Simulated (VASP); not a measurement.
# Sn (Fddd) in VASP: single point with r2SCAN

Aim: the single point of Sn with r2SCAN.

All numbers are computed with VASP 6.6.1; they aren't measurements. Logs are shortened: lines on timing, memory, paths and dates and some standing lists are left out, and cuts for length are marked.

### Step 1. The cell of the first run

The structure is orthorhombic, space group Fddd (No. 70). The conventional cell has a = 6.085 Å, b = 6.491 Å, c = 6.897 Å, α = 90.00°, β = 90.00°, γ = 90.00°. Within 3.7 Å of Sn (site symmetry 222) lie 4 Sn at 2.81 Å.

### Step 2. Single point, r2SCAN (strain +0.0625 x Voigt [1, -1, 0, 0, 0, 0])

File POSCAR:

```
Sn
1.0
    0.0000000000      3.0427500000      3.2456000000
    3.4484500000      0.0000000000      3.2456000000
    3.4484500000      3.0427500000      0.0000000000
Sn
2
Direct
    0.5000000000      0.5000000000      0.5000000000
    0.7500000000      0.7500000000      0.7500000000
```

File INCAR.step1:

```
  PREC = Accurate
  ENCUT = 520
  ISMEAR = 0
  SIGMA = 0.15
  LREAL = False
  LASPH = True
  NELM = 80
  NBANDS = 21
  GGA = PE
  ALGO = Normal
  EDIFF = 1E-4
  LWAVE = True
  LCHARG = False
```

File INCAR.step2:

```
  PREC = Accurate
  ENCUT = 520
  EDIFF = 1E-7
  ISMEAR = 0
  SIGMA = 0.15
  LREAL = False
  LASPH = True
  NELM = 80
  ALGO = Normal
  ISIF = 2
  LWAVE = False
  LCHARG = True
  METAGGA = R2SCAN
  LMIXTAU = True
  LELF = True
  LVHAR = True
  NBANDS = 21
  ISTART = 1
```

File KPOINTS:

```
regular mesh
0
Gamma
  12 12 12
```

Potentials or basis: VASP PAW PBE potentials, release 64 (Sn_d).

Command:

```console
> cat potpaw_PBE.64/Sn_d/POTCAR > POTCAR
> cp INCAR.step1 INCAR
> mpirun -np 1 vasp_std > vasp.out
> cp INCAR.step2 INCAR
> mpirun -np 1 vasp_std > vasp.out
```

OUTCAR:

```text
PREC = Accurate
   ENCUT = 520
   EDIFF = 1E-7
   ISMEAR = 0
   LREAL = False
   LASPH = True
   NELM = 80
   ISIF = 2
   METAGGA = R2SCAN
   ISTART = 1

 ion  position               nearest neighbor table
   1  0.500  0.500  0.500-   2 2.81   2 2.81   2 2.81   2 2.81
   2  0.750  0.750  0.750-   1 2.81   1 2.81   1 2.81   1 2.81

  LATTYP: Found a face centered orthorhombic cell.
 ALAT       =     6.0855000000
 B/A-ratio  =     1.0666666667
 C/A-ratio  =     1.1333333333

  Lattice vectors:

 A1 = (  -3.4484500000,   0.0000000000,  -3.2456000000)
 A2 = (  -3.4484500000,   3.0427500000,   0.0000000000)
 A3 = (   0.0000000000,   3.0427500000,  -3.2456000000)

Analysis of symmetry for initial positions (statically):
=====================================================================
 Subroutine PRICEL returns:
 Original cell was already a primitive cell.

 Routine SETGRP: Setting up the symmetry group for a
 face centered orthorhombic supercell.

 Subroutine GETGRP returns: Found  8 space group operations
 (whereof  4 operations were pure point group operations)
 out of a pool of  8 trial point group operations.

The static configuration has the point symmetry D_2 .
 The point group associated with its full space group is D_2h.

Analysis of symmetry for dynamics (positions and initial velocities):
=====================================================================
 Subroutine PRICEL returns:
 Original cell was already a primitive cell.

 Routine SETGRP: Setting up the symmetry group for a
 face centered orthorhombic supercell.

 Subroutine GETGRP returns: Found  8 space group operations
 (whereof  4 operations were pure point group operations)
 out of a pool of  8 trial point group operations.

The dynamic configuration has the point symmetry D_2 .
 The point group associated with its full space group is D_2h.

 Subroutine INISYM returns: Found  8 space group operations
 (whereof  4 operations are pure point group operations),
 and found     1 'primitive' translations

----------------------------------------------------------------------------------------

                                     Primitive cell

  volume of cell :      68.1107

  direct lattice vectors                    reciprocal lattice vectors
     0.000000000  3.042750000  3.245600000    -0.144992678  0.164325035  0.154054720
     3.448450000  0.000000000  3.245600000     0.144992678 -0.164325035  0.154054720
     3.448450000  3.042750000  0.000000000     0.144992678  0.164325035 -0.154054720

  length of vectors
     4.448847820  4.735580932  4.598927589     0.267877678  0.267877678  0.267877678

  position of ions in fractional coordinates (direct lattice)
     0.500000000  0.500000000  0.500000000
     0.750000000  0.750000000  0.750000000

  ion indices of the primitive-cell ions
   primitive index   ion index
                 1           1
                 2           2

----------------------------------------------------------------------------------------

 KPOINTS: regular mesh

Automatic generation of k-mesh.
 Grid dimensions read from file:
 generate k-points for:   12   12   12

 Generating k-lattice:

  Cartesian coordinates                     Fractional coordinates (reciprocal lattice)
    -0.012082723  0.013693753  0.012837893     0.083333333  0.000000000 -0.000000000
     0.012082723 -0.013693753  0.012837893     0.000000000  0.083333333  0.000000000
     0.012082723  0.013693753 -0.012837893    -0.000000000  0.000000000  0.083333333

  Length of vectors
     0.022323140  0.022323140  0.022323140

  Shift w.r.t. Gamma in fractional coordinates (k-lattice)
     0.000000000  0.000000000  0.000000000

 Subroutine IBZKPT returns following result:
 ===========================================

 Found    280 irreducible k-points:

 Following reciprocal coordinates:
            Coordinates               Weight
  0.000000  0.000000  0.000000      1.000000
  0.083333  0.000000  0.000000      8.000000
  0.166667  0.000000  0.000000      8.000000
  0.250000  0.000000  0.000000      8.000000
  0.333333 -0.000000  0.000000      8.000000
  0.416667 -0.000000  0.000000      8.000000
[... 16 lines left out ...]
  0.500000  0.166667  0.000000      8.000000
 -0.416667  0.166667  0.000000      8.000000
 [... further k-points ...]
   k-points           NKPTS =    280   k-points in BZ     NKDIM =    280   number of bands    NBANDS=     21
   number of dos      NEDOS =    301   number of ions     NIONS =      2
   total plane-waves  NPLWV =  46656
   dimension x,y,z NGX =    36 NGY =   36 NGZ =   36
   dimension x,y,z NGXF=    72 NGYF=   72 NGZF=   72
   ions per type =               2
   NGX,Y,Z   is equivalent  to a cutoff of  13.45, 12.64, 13.01 a.u.
   NGXF,Y,Z  is equivalent  to a cutoff of  26.91, 25.28, 26.03 a.u.
 SYSTEM =  unknown system
   PREC   = accura    normal or accurate (medium, high low for compatibility)
   ISTART =      1    job   : 0-new  1-cont  2-samecut
   ICHARG =      0    charge: 1-file 2-atom 10-const
   ISPIN  =      1    spin polarized calculation?
   LNONCOLLINEAR =      F non collinear calculations
   LSORBIT =      F    spin-orbit coupling
   LASPH  =      T    aspherical Exc in radial PAW
   ENCUT  =  520.0 eV  38.22 Ry    6.18 a.u.   8.27  8.81  8.55*2*pi/ulx,y,z
   NELM   =     80;   NELMIN=  2; NELMDL=  0     # of ELM steps
   EDIFF  = 0.1E-06   stopping-criterion for ELM
   LREAL  =      F    real-space projection
   EDIFFG = 0.1E-05   stopping-criterion for IOM
   NSW    =      0    number of steps for IOM
   IBRION =     -1    ionic relax: 0-MD 1-quasi-New 2-CG
   NFREE  =      0    steps in history (QN), initial steepest desc. (CG)
   ISIF   =      2    stress and relaxation
   ISYM   =      2    0-nonsym 1-usesym 2-fastsym
   POTIM  = 0.5000    time-step for ionic-motion
   TEBEG  =    0.0;   TEEND  =   0.0 temperature during run
   PSTRESS=    0.0 pullay stress
   NELECT =      28.0000    total number of electrons
   NUPDOWN=      -1.0000    fix difference up-down
   EMIN   =  10.00;   EMAX   =-10.00  energy-range for DOS
   EFERMI =   0.00;   METHOD = LEGACY
   ISMEAR =     0;   SIGMA  =   0.15  broadening in eV -4-tet -1-fermi 0-gaus
   EFERMI_NEDOS =   21; number of points for ismear=-14 and -15
   IALGO  =     38    algorithm
   IMIX   =      4    mixing-type and parameters
     AMIX     =   0.40;   BMIX     =  1.00
     AMIX_MAG =   1.60;   BMIX_MAG =  1.00
  volume/ion in A,a.u.               =      34.06       229.82
  Fermi-wavevector in a.u.,A,eV,Ry     =   1.217276  2.300318 20.160585  1.481761
  Thomas-Fermi vector in A             =   2.352602
   LORBIT       =      0    0 simple, 1 ext, 2 COOP (PROOUT), +10 PAW based schemes
   METAGGA = R2SCAN    functional components
   LHFCALC =     F    Hartree Fock is set to
   AEXX    =    0.0000 exact exchange contribution
   IVDW    =     0    specifies the selected vdW correction
   LEPSILON=     F    determine dielectric tensor
   LRPA    =     F    only Hartree local field effects (RPA)
 non-spin polarized calculation
 Gauss-broadening in eV      SIGMA  =   0.15
  energy-cutoff  :      520.00
  volume of cell :       68.11
 maximum number of plane-waves:      1851
 NGX is ok and might be reduce to    36
   NGX = 17   NGY = 17   NGZ = 17

 number of electron      28.0000002 magnetization

 Free energy of the ion-electron system (eV)
  ---------------------------------------------------
  ext. energy  EPLUGINS =         0.00000000
  ---------------------------------------------------
  free energy    TOTEN  =       -49.42185725 eV

  energy without entropy =      -49.42025101  energy(sigma->0) =      -49.42105413

 E-fermi :   5.6863     XC(G=0):  -9.6172

 val. band max:        5.6671482748   @ k =   0.0000   0.0000   0.0000
 cond. band min:       5.7155411618   @ k =   0.0833   0.0000   0.0000
 fundamental gap:      0.0483928870
 Fermi energy:         5.6863131952

 k-point     1 :       0.0000    0.0000    0.0000
  band No.  band energies     occupation
      1     -16.8173      2.00000
      2     -16.7853      2.00000
      3     -16.7628      2.00000
      4     -16.7316      2.00000
      5     -16.7124      2.00000
      6     -16.4416      2.00000
[... 13 lines left out ...]
     20      12.9105      0.00000
     21      13.4596      0.00000

 k-point     2 :       0.0833    0.0000    0.0000
  band No.  band energies     occupation
      1     -16.8190      2.00000
      2     -16.7887      2.00000
      3     -16.7702      2.00000
      4     -16.7207      2.00000
      5     -16.7045      2.00000
      6     -16.4465      2.00000
[... 13 lines left out ...]
     20      12.5385      0.00000
     21      13.5632      0.00000

 k-point     3 :       0.1667    0.0000    0.0000
  band No.  band energies     occupation
      1     -16.8256      2.00000
      2     -16.7932      2.00000
      3     -16.7790      2.00000
      4     -16.7013      2.00000
      5     -16.6877      2.00000
      6     -16.4590      2.00000
[... 13 lines left out ...]
     20      12.4784      0.00000
     21      13.1747      0.00000

 k-point     4 :       0.2500    0.0000    0.0000
  band No.  band energies     occupation
      1     -16.8351      2.00000
      2     -16.7970      2.00000
      3     -16.7802      2.00000
      4     -16.6829      2.00000
      5     -16.6706      2.00000
      6     -16.4730      2.00000
[... 13 lines left out ...]
     20      12.7898      0.00000
     21      13.2898      0.00000

 k-point     5 :       0.3333   -0.0000    0.0000
  band No.  band energies     occupation
      1     -16.8433      2.00000
      2     -16.7997      2.00000
      3     -16.7764      2.00000
      4     -16.6695      2.00000
      5     -16.6576      2.00000
      6     -16.4840      2.00000
[... 13 lines left out ...]
     20      13.3781      0.00000
     21      13.6331      0.00000
[... 382 lines left out ...]
     20      13.7166      0.00000
     21      14.4662      0.00000

 k-point    22 :       0.4167    0.1667    0.0000
  band No.  band energies     occupation
      1     -16.8566      2.00000
      2     -16.8135      2.00000
      3     -16.7586      2.00000
      4     -16.6510      2.00000
      5     -16.6162      2.00000
      6     -16.5412      2.00000
[... 13 lines left out ...]
     20      14.2147      0.00000
     21      15.2998      0.00000

 k-point    23 :       0.5000    0.1667    0.0000
  band No.  band energies     occupation
      1     -16.8606      2.00000
      2     -16.8208      2.00000
      3     -16.7449      2.00000
      4     -16.6411      2.00000
      5     -16.6157      2.00000
      6     -16.5384      2.00000
[... 13 lines left out ...]
     20      14.3559      0.00000
     21      15.2143      0.00000

 k-point    24 :      -0.4167    0.1667    0.0000
  band No.  band energies     occupation
      1     -16.8588      2.00000
      2     -16.8261      2.00000
      3     -16.7385      2.00000
      4     -16.6453      2.00000
      5     -16.6147      2.00000
      6     -16.5339      2.00000
[... 13 lines left out ...]
     20      14.0703      0.00000
     21      14.5800      0.00000

 [... further k-points ...]
[... 5 lines left out ...]
  --------------------------------------------------------------------------------------
  -------------------------------------------------------------------------------------
  Total       -0.2931426      1.5487779      0.9134658      0.0000000      0.0000000      0.0000000
  in kB       -6.8956370     36.4321281     21.4875888      0.0000000      0.0000000      0.0000000
  external PRESSURE =      17.0080266 kB  Pullay stress =       0.0000000 kB

 VOLUME and BASIS-vectors are now :
 -----------------------------------------------------------------------------
  energy-cutoff  :      520.00
  volume of cell :       68.11
      direct lattice vectors                 reciprocal lattice vectors
     0.000000000  3.042750000  3.245600000    -0.144992678  0.164325035  0.154054720
     3.448450000  0.000000000  3.245600000     0.144992678 -0.164325035  0.154054720
     3.448450000  3.042750000  0.000000000     0.144992678  0.164325035 -0.154054720

 POSITION                                       TOTAL-FORCE (eV/Angst)
 -----------------------------------------------------------------------------------
      3.44845      3.04275      3.24560        -0.000000      0.000000      0.000000
      5.17267      4.56412      4.86840         0.000000     -0.000000     -0.000000
 -----------------------------------------------------------------------------------
    total drift:                                0.000000      0.000000      0.000000

  FREE ENERGIE OF THE ION-ELECTRON SYSTEM (eV)
  ---------------------------------------------------
  free  energy   TOTEN  =       -49.4218572543 eV

  energy  without entropy=      -49.4202510074  energy(sigma->0) =      -49.42105413
```

Wall time 52 min (1 thread of AMD EPYC 7R13, shared host); peak memory 0.42 GiB.

What came out:

```
Free energy            : -49.4219 eV
Pressure               : 1.7 GPa
Band gap on the k mesh : zero (bands 14 and 15 overlap by 0.12 eV)
```

Stress tensor (GPa, compression positive):
```
-0.69  0.00  0.00
 0.00  3.64  0.00
 0.00  0.00  2.15
```

Levels at points of the mesh, in eV from the Fermi level:
```csv
k point,band 11,band 12,band 13,band 14,band 15,band 16,band 17,band 18
"(0.00, 0.00, 0.00)",-11.20,-0.53,-0.50,-0.02,0.35,1.91,2.21,2.48
"(0.50, 0.00, 0.00)",-9.47,-6.67,-1.73,-0.93,-0.08,3.14,3.64,6.00
"(0.50, 0.50, 0.00)",-7.92,-7.92,-2.71,-2.71,0.86,0.86,7.47,7.47
"(0.50, 0.00, 0.50)",-7.68,-7.68,-3.08,-3.08,0.45,0.45,7.94,7.95
"(0.00, 0.50, 0.50)",-8.16,-8.16,-2.37,-2.37,1.30,1.30,7.83,7.83
```

Caveat: the cell differs from its parent crystal (strain +0.0625 x Voigt [1, -1, 0, 0, 0, 0]); the PAW data sets were made with another functional, which shifts forces and pressure a little; spin-orbit coupling is left out, which moves the levels of the heavy elements.

The gap in the log of VASP goes by the Fermi energy; the results here count the filled bands.